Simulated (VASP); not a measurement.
# Cu (R3m) in VASP: single point with PBEsol

Aim: the single point of Cu with PBEsol.

Everything below comes from runs of VASP 6.6.1. Logs are shortened: lines on timing, memory, paths and dates and some standing lists are left out, and cuts for length are marked.

## Step 1: The cell of the first run

The structure is trigonal, space group R3m (No. 160). Conventional cell: a = 2.520 Å, b = 2.520 Å, c = 49.412 Å, α = 90.00°, β = 90.00°, γ = 120.00°. Within 3.3 Å of Cu (site symmetry 3m) lie 12 Cu at 2.52 Å. Cu (site symmetry 3m) has 12 Cu at 2.52 Å within 3.3 Å. Cu (site symmetry 3m) has 12 Cu at 2.52 Å within 3.3 Å. Cu (site symmetry 3m) has 12 Cu at 2.52 Å within 3.3 Å. Cu (site symmetry 3m) has 12 Cu at 2.52 Å within 3.3 Å. Cu (site symmetry 3m) has 12 Cu at 2.52 Å within 3.3 Å. Cu (site symmetry 3m) has 12 Cu at 2.52 Å within 3.3 Å. Within 3.3 Å of Cu (site symmetry 3m) lie 12 Cu at 2.52 Å.

## Step 2: Single point, PBEsol (the part above a cut slid along it)

Contents of INCAR:

```
PREC = Accurate
ENCUT = 520
EDIFF = 1E-6
ISMEAR = 0
SIGMA = 0.15
LREAL = F
LASPH = T
NELM = 60
ALGO = Fast
ISIF = 2
LWAVE = F
LCHARG = F
GGA = PS
NBANDS = 54
KPAR = 4
```

Contents of KPOINTS:

```
Automatic mesh
0
Gamma
  21 21 3
```

Contents of POSCAR:

```
Cu
1.0
   -2.5197984287      0.0000000000      0.0000000000
   -1.2598992143     -2.1822094516      0.0000000000
   -1.2597732244     -0.7273304102     16.4705095501
Cu
8
Direct
   -0.1458187500      0.8541812500      0.4375000000
   -0.3124687500      0.6875312500      0.9375000000
    0.3125020833      0.3125020833      0.0625000000
    0.1458520833      0.1458520833      0.5625000000
   -0.0624937500      0.9375062500      0.1875000000
   -0.2291437500      0.7708562500      0.6875000000
    0.5625104167      0.5625104167      0.3125000000
    0.3958604167      0.3958604167      0.8125000000
```

Potentials or basis: VASP PAW PBE potentials, release 64 (Cu).

Command:

```
$ cat potpaw_PBE.64/Cu/POTCAR > POTCAR
$ mpirun -np 4 vasp_std > vasp.out
```

OUTCAR:

```text
PREC = Accurate
   ENCUT = 520
   EDIFF = 1E-6
   ISMEAR = 0
   LREAL = F
   LASPH = T
   NELM = 60
   ISIF = 2
   GGA = PS

 ion  position               nearest neighbor table
   1  0.854  0.854  0.438-   4 2.52   7 2.52   7 2.52   4 2.52   7 2.52   4 2.52
   2  0.688  0.688  0.938-   3 2.52   3 2.52   8 2.52   8 2.52   8 2.52   3 2.52
   3  0.313  0.313  0.062-   2 2.52   2 2.52   5 2.52   5 2.52   5 2.52   2 2.52
   4  0.146  0.146  0.562-   1 2.52   6 2.52   6 2.52   1 2.52   6 2.52   1 2.52
   5  0.938  0.938  0.188-   3 2.52   7 2.52   7 2.52   3 2.52   7 2.52   3 2.52
   6  0.771  0.771  0.688-   4 2.52   8 2.52   8 2.52   4 2.52   8 2.52   4 2.52
   7  0.563  0.563  0.312-   1 2.52   5 2.52   5 2.52   1 2.52   5 2.52   1 2.52
   8  0.396  0.396  0.812-   2 2.52   6 2.52   6 2.52   2 2.52   6 2.52   2 2.52

  LATTYP: Found a trigonal (rhomboedric) cell.
 ALAT       =    16.5346219474
 COS(alpha) =     0.9883878520

  Lattice vectors:

 A1 = (  -1.2597732244,  -0.7273304102,  16.4705095501)
 A2 = (   1.2600252043,  -0.7273304102,  16.4705095501)
 A3 = (   0.0001259899,   1.4548790414,  16.4705095501)

Analysis of symmetry for initial positions (statically):
=====================================================================
 Subroutine PRICEL returns:
 Original cell was already a primitive cell.

 Routine SETGRP: Setting up the symmetry group for a
 trigonal (rhombohedral) supercell.

 Subroutine GETGRP returns: Found  2 space group operations
 (whereof  2 operations were pure point group operations)
 out of a pool of 12 trial point group operations.

The static configuration has the point symmetry C_1h.

Analysis of symmetry for dynamics (positions and initial velocities):
=====================================================================
 Subroutine PRICEL returns:
 Original cell was already a primitive cell.

 Routine SETGRP: Setting up the symmetry group for a
 trigonal (rhombohedral) supercell.

 Subroutine GETGRP returns: Found  2 space group operations
 (whereof  2 operations were pure point group operations)
 out of a pool of 12 trial point group operations.

The dynamic configuration has the point symmetry C_1h.

 Subroutine INISYM returns: Found  2 space group operations
 (whereof  2 operations are pure point group operations),
 and found     1 'primitive' translations

----------------------------------------------------------------------------------------

                                     Primitive cell

  volume of cell :      90.5669

  direct lattice vectors                    reciprocal lattice vectors
    -2.519798429  0.000000000  0.000000000    -0.396857141  0.229125577 -0.020236168
    -1.259899214 -2.182209452  0.000000000     0.000000000 -0.458251154 -0.020236168
    -1.259773224 -0.727330410 16.470509550     0.000000000  0.000000000  0.060714576

  length of vectors
     2.519798429  2.519798429 16.534621947     0.458697747  0.458697747  0.060714576

  position of ions in fractional coordinates (direct lattice)
     0.854181250  0.854181250  0.437500000
     0.687531250  0.687531250  0.937500000
     0.312502083  0.312502083  0.062500000
     0.145852083  0.145852083  0.562500000
     0.937506250  0.937506250  0.187500000
     0.770856250  0.770856250  0.687500000
     0.562510417  0.562510417  0.312500000
     0.395860417  0.395860417  0.812500000

  ion indices of the primitive-cell ions
   primitive index   ion index
                 1           1
                 2           2
                 3           3
                 4           4
                 5           5
                 6           6
                 7           7
                 8           8

----------------------------------------------------------------------------------------

 KPOINTS: Automatic mesh

Automatic generation of k-mesh.
 Grid dimensions read from file:
 generate k-points for:   21   21    3
[... 20 lines left out ...]
|           WW  WW  A    A  R   R   N   NN  II  N   NN  G    G                |
|           W    W  A    A  R    R  N    N  II  N    N   GGGG   !!!           |
|                                                                             |
|     Your reciprocal lattice and k-lattice belong to different lattice       |
|     classes:                                                                |
|                                                                             |
|        The reciprocal lattice is rhombohedral (trigonal),                   |
|        whereas your k-lattice is base-centered monoclinic.                  |
|                                                                             |
|     Results are often still useful ...                                      |
|                                                                             |
 -----------------------------------------------------------------------------

 WARNING: IBZKPT: internal override: KBLOWUP is changed to .FALSE.
      ... skipping the blow-up phase ...

 Subroutine IBZKPT returns following result:
 ===========================================

 Found    352 irreducible k-points:

 Following reciprocal coordinates:
            Coordinates               Weight
  0.000000  0.000000  0.000000      1.000000
  0.047619 -0.000000  0.000000      4.000000
  0.095238  0.000000  0.000000      4.000000
  0.142857  0.000000 -0.000000      4.000000
  0.190476  0.000000  0.000000      4.000000
  0.238095  0.000000  0.000000      4.000000
[... 16 lines left out ...]
 -0.428571  0.047619  0.000000      4.000000
 -0.380952  0.047619 -0.000000      4.000000
 [... further k-points ...]
   k-points           NKPTS =    352   k-points in BZ     NKDIM =    352   number of bands    NBANDS=     54
   number of dos      NEDOS =    301   number of ions     NIONS =      8
   total plane-waves  NPLWV =  50400
   dimension x,y,z NGX =    20 NGY =   20 NGZ =  126
   dimension x,y,z NGXF=    40 NGYF=   40 NGZF=  252
   ions per type =               8
   NGX,Y,Z   is equivalent  to a cutoff of  13.20, 13.20, 12.67 a.u.
   NGXF,Y,Z  is equivalent  to a cutoff of  26.39, 26.39, 25.34 a.u.
 SYSTEM =  unknown system
   PREC   = accura    normal or accurate (medium, high low for compatibility)
   ISTART =      0    job   : 0-new  1-cont  2-samecut
   ICHARG =      2    charge: 1-file 2-atom 10-const
   ISPIN  =      1    spin polarized calculation?
   LNONCOLLINEAR =      F non collinear calculations
   LSORBIT =      F    spin-orbit coupling
   LASPH  =      T    aspherical Exc in radial PAW
   ENCUT  =  520.0 eV  38.22 Ry    6.18 a.u.   4.69  4.69 30.74*2*pi/ulx,y,z
   NELM   =     60;   NELMIN=  2; NELMDL= -5     # of ELM steps
   EDIFF  = 0.1E-05   stopping-criterion for ELM
   LREAL  =      F    real-space projection
   EDIFFG = 0.1E-04   stopping-criterion for IOM
   NSW    =      0    number of steps for IOM
   IBRION =     -1    ionic relax: 0-MD 1-quasi-New 2-CG
   NFREE  =      0    steps in history (QN), initial steepest desc. (CG)
   ISIF   =      2    stress and relaxation
   ISYM   =      2    0-nonsym 1-usesym 2-fastsym
   POTIM  = 0.5000    time-step for ionic-motion
   TEBEG  =    0.0;   TEEND  =   0.0 temperature during run
   PSTRESS=    0.0 pullay stress
   NELECT =      88.0000    total number of electrons
   NUPDOWN=      -1.0000    fix difference up-down
   EMIN   =  10.00;   EMAX   =-10.00  energy-range for DOS
   EFERMI =   0.00;   METHOD = LEGACY
   ISMEAR =     0;   SIGMA  =   0.15  broadening in eV -4-tet -1-fermi 0-gaus
   EFERMI_NEDOS =   21; number of points for ismear=-14 and -15
   IALGO  =     68    algorithm
   IMIX   =      4    mixing-type and parameters
     AMIX     =   0.40;   BMIX     =  1.00
     AMIX_MAG =   1.60;   BMIX_MAG =  1.00
  volume/ion in A,a.u.               =      11.32        76.40
  Fermi-wavevector in a.u.,A,eV,Ry     =   1.621484  3.064160 35.772573  2.629210
  Thomas-Fermi vector in A             =   2.715252
   LORBIT       =      0    0 simple, 1 ext, 2 COOP (PROOUT), +10 PAW based schemes
   GGA     = PS    functional components
   LHFCALC =     F    Hartree Fock is set to
   AEXX    =    0.0000 exact exchange contribution
   IVDW    =     0    specifies the selected vdW correction
   LEPSILON=     F    determine dielectric tensor
   LRPA    =     F    only Hartree local field effects (RPA)
 non-spin polarized calculation
 RMM-DIIS sequential band-by-band and
 Gauss-broadening in eV      SIGMA  =   0.15
  energy-cutoff  :      520.00
  volume of cell :       90.57
 maximum number of plane-waves:      2473
   NGX =  9   NGY =  9   NGZ = 61

 number of electron      87.9999997 magnetization

 Free energy of the ion-electron system (eV)
  ---------------------------------------------------
  ext. energy  EPLUGINS =         0.00000000
  ---------------------------------------------------
  free energy    TOTEN  =       -34.44451348 eV

  energy without entropy =      -34.41404608  energy(sigma->0) =      -34.42927978

 E-fermi :   7.9482     XC(G=0): -13.1572

 val. band max:        7.9481883340   @ k =  -0.1429   0.3333   0.3333
 cond. band min:       7.9483908024   @ k =   0.4762   0.3333  -0.0000
 fundamental gap:      0.0002024684
 Fermi energy:         7.9482286413

 k-point     1 :       0.0000    0.0000    0.0000
  band No.  band energies     occupation
      1      -1.7826      2.00000
      2      -1.2048      2.00000
      3      -1.2007      2.00000
      4       0.3961      2.00000
      5       0.3988      2.00000
      6       2.1380      2.00000
[... 1357 lines left out ...]
     53      14.9611      0.00000
     54      16.1275      0.00000

 [... further k-points ...]

------------------------ aborting loop because EDIFF is reached ----------------------------------------

  FORCE on cell =-STRESS in cart. coord.  units (eV):
  Direction    XX          YY          ZZ          XY          YZ          ZX
  --------------------------------------------------------------------------------------
  -------------------------------------------------------------------------------------
  Total        0.3477492      0.3418839      0.8046691      0.0050795     -0.0229609     -0.0397693
  in kB        6.1518743      6.0481131     14.2350386      0.0898598     -0.4061907     -0.7035415
  external PRESSURE =       8.8116753 kB  Pullay stress =       0.0000000 kB

 VOLUME and BASIS-vectors are now :
 -----------------------------------------------------------------------------
  energy-cutoff  :      520.00
  volume of cell :       90.57
      direct lattice vectors                 reciprocal lattice vectors
    -2.519798429  0.000000000  0.000000000    -0.396857141  0.229125577 -0.020236168
    -1.259899214 -2.182209452  0.000000000     0.000000000 -0.458251154 -0.020236168
    -1.259773224 -0.727330410 16.470509550     0.000000000  0.000000000  0.060714576

 POSITION                                       TOTAL-FORCE (eV/Angst)
 -----------------------------------------------------------------------------------
     -3.77970     -2.18221      7.20585         0.000887      0.000512     -0.001716
     -3.77970     -2.18221     15.44110         0.000869      0.000502      0.027791
     -1.25990     -0.72740      1.02941         0.000272      0.000157      0.023560
     -1.25990     -0.72740      9.26466         0.000137      0.000079     -0.001052
     -3.77970     -2.18221      3.08822        -0.000014     -0.000008     -0.028814
     -3.77970     -2.18221     11.32348        -0.000535     -0.000309      0.006167
     -2.51980     -1.45481      5.14703        -0.000407     -0.000235      0.004284
     -2.51980     -1.45481     13.38229        -0.001209     -0.000698     -0.030220
 -----------------------------------------------------------------------------------
    total drift:                               -0.001391     -0.000803     -0.000078

  FREE ENERGIE OF THE ION-ELECTRON SYSTEM (eV)
  ---------------------------------------------------
  free  energy   TOTEN  =       -34.4445134762 eV

  energy  without entropy=      -34.4140460838  energy(sigma->0) =      -34.42927978
```

Wall time 12 min (4 MPI ranks of Intel Xeon Platinum 8488C (Sapphire Rapids), shared host); peak memory 1.1 GiB.

What came out:

- Free energy: -34.4445 eV
- Pressure: 0.9 GPa
- Largest force: 0.030 eV/Å
- Band gap on the k mesh: zero (bands 44 and 45 overlap by 5.26 eV)

Forces on the atoms (eV/Å):
```
Cu   0.001  0.001 -0.002
Cu   0.001  0.001  0.028
Cu   0.000  0.000  0.024
Cu   0.000  0.000 -0.001
Cu   0.000  0.000 -0.029
Cu  -0.001  0.000  0.006
Cu   0.000  0.000  0.004
Cu  -0.001 -0.001 -0.030
```

Levels at points of the mesh, in eV from the Fermi level:
```csv
k point,band 43,band 44,band 45,band 46,band 47,band 48
"(0.00, 0.00, 0.00)",-1.86,-1.83,-1.83,-1.73,-1.73,-1.18
```

Caveat: the cell differs from its parent crystal (the part above a cut slid along it); the PAW data sets were made with another functional, which shifts forces and pressure a little.
